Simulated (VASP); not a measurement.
Wanted: the native input for a VASP 6.6.1 run.

- Task: single point
- Functional: RPBE
- Potentials or basis: VASP PAW PBE potentials, release 64 (Co)
- Cutoff: 520 eV
- k mesh: 14 × 14 × 14
- Occupations: fermi-dirac, width 0.05 eV
- Spin: collinear spin, ferromagnetic start
- Starting moments: [1.7] μB
- Dipole correction: no
- Further INCAR settings: ALGO = Normal; EDIFF = 1e-06; NBANDS = 14

The structure of Co lies in POSCAR:

```
Co
1.0
    2.3654961991      0.0000000000      0.0000000000
    0.0000000000      2.3654961991      0.0000000000
    0.0000000000      0.0000000000      2.3654961991
Co
1
Direct
    0.0000000000      0.0000000000      0.0000000000
```

These files were run (other wordings do the same):

INCAR

```
ALGO = Normal
EDIFF = 1E-6
ENCUT = 520
GGA = RP
ISIF = 2
ISMEAR = -1
ISPIN = 2
LASPH = True
LCHARG = False
LMAXMIX = 4
LORBIT = 11
LREAL = False
LWAVE = False
MAGMOM = 1.7
NBANDS = 14
NELM = 150
PREC = Accurate
SIGMA = 0.05
```

KPOINTS

```
k-points
0
Gamma
  14 14 14
```

Potentials or basis: VASP PAW PBE potentials, release 64 (Co).

Run with:

```sh
$ cat potpaw_PBE.64/Co/POTCAR > POTCAR
$ mpirun -np 1 vasp_std > vasp.out
```

Results of the run:

```yaml
Pressure: -0.5 GPa
Net_moment: 1.89 μB per cell
Site_moments: Co +1.91 μB
Valence_electrons_inside_the_program's_atomic_spheres: Co 8.11
```

Caveat: the PAW data sets were made with another functional, which shifts forces and pressure a little.

Run time: 25 s on 1 thread of Intel(R) Xeon(R) Platinum 8559C (Emerald Rapids), on a shared host, peak memory 0.14 GiB.
